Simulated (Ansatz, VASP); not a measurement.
Two plane-wave programs on ZnS

```
CELL_PARAMETERS angstrom
3.96344 0.00000 0.00000
-1.98172 3.30042 0.00000
0.00000 0.00000 6.23400
ATOMIC_POSITIONS crystal
Zn 0.33333 0.66667 0.00000
Zn 0.66667 0.33333 0.50000
S 0.33333 0.66667 0.38500
S 0.66667 0.33333 0.88500
```

Change from the starting cell: strain +0.0400 x Voigt [1, 0, 0, 0, 0, 0], atoms carried along.

Alike in both runs: task single point; functional PBE; k mesh 12 × 12 × 6; occupations gaussian, width 0.05 eV; no spin polarisation.

|  | VASP | Ansatz |
| --- | --- | --- |
| version | VASP 6.6.1 | Ansatz 0.2.0 |
| potentials or method | VASP PAW PBE potentials, release 64 (Zn, S), cutoff 520 eV | scalar-relativistic, plane waves, PAW |
| valence electrons in the cell | 36 | 36 |

Ansatz gave:

| Item | Value |
| --- | --- |
| gap on the k mesh at the Fermi level (eV) | 2.02 |
| least direct gap on the mesh (eV) | 2.02 |
| pressure (GPa) | -0.5 |
| traceless stress, the component that is largest in VASP (GPa) | -2.23 |
| rms of the force components (eV/Å) | 0.169 |

Task: What did VASP give for the same quantities?

Result: gap on the k mesh at the Fermi level (eV): 2.02; least direct gap on the mesh (eV): 2.02; pressure (GPa): -0.4; traceless stress, the component that is largest in VASP (GPa): -2.24; rms of the force components (eV/Å): 0.171.

Atom by atom the forces differ by 0.002 eV/Å (rms over components). The functional is the same, so the differences come from potentials, cutoffs and numerics.
